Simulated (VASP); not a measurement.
# CdS: single point with r2SCAN

CdS:

```
CELL_PARAMETERS angstrom
4.18461 0.00000 0.00000
-2.09231 3.62398 0.00000
0.00000 0.00000 6.73414
ATOMIC_POSITIONS crystal
Cd 0.33333 0.66667 0.99791
Cd 0.66667 0.33333 0.49791
S 0.33333 0.66667 0.37709
S 0.66667 0.33333 0.87709
```

This cell differs from its parent crystal: in-plane strain +0.005, then relaxed in part.

```json
{
 "Program": "VASP 6.6.1",
 "Task": "single point",
 "Functional": "r2SCAN",
 "Potentials or basis": "VASP PAW PBE potentials, release 64 (Cd, S)",
 "Cutoff": "520 eV",
 "k mesh": "6 × 6 × 4",
 "Occupations": "gaussian, width 0.01 eV",
 "Spin": "no spin polarisation"
}
```

```yaml
Pressure: 0.0 GPa
Band_gap_on_the_k_mesh: 1.63 eV
```

Stress tensor (GPa, compression positive):
```
-0.15  0.00  0.00
 0.00 -0.15  0.00
 0.00  0.00  0.30
```

Levels at points of the mesh, in eV from the valence-band top:
| k point | band 14 | band 15 | band 16 | band 17 | band 18 | band 19 | band 20 | band 21 | band 22 | band 23 |
| --- | --- | --- | --- | --- | --- | --- | --- | --- | --- | --- |
| (0.00, 0.00, 0.00) | -0.75 | -0.75 | -0.01 | 0.00 | 0.00 | 1.63 | 3.15 | 6.96 | 6.96 | 7.43 |
| (0.50, 0.00, 0.00) | -3.42 | -2.55 | -1.85 | -1.22 | -0.74 | 4.16 | 4.21 | 5.48 | 6.88 | 7.54 |
| (0.00, 0.00, 0.50) | -2.35 | -0.38 | -0.38 | -0.38 | -0.38 | 3.24 | 3.24 | 6.65 | 6.65 | 7.29 |
| (0.50, 0.00, 0.50) | -4.04 | -1.32 | -1.32 | -1.24 | -1.24 | 3.90 | 3.90 | 5.80 | 5.80 | 8.34 |

Wall time 100 s on 1 thread of AMD EPYC 9R45 96-Core Processor (Zen 5), with other jobs on the host, peak memory 0.21 GiB.

Caveat: the cell differs from its parent crystal (in-plane strain +0.005, then relaxed in part); the PAW data sets were made with another functional, which shifts forces and pressure a little.
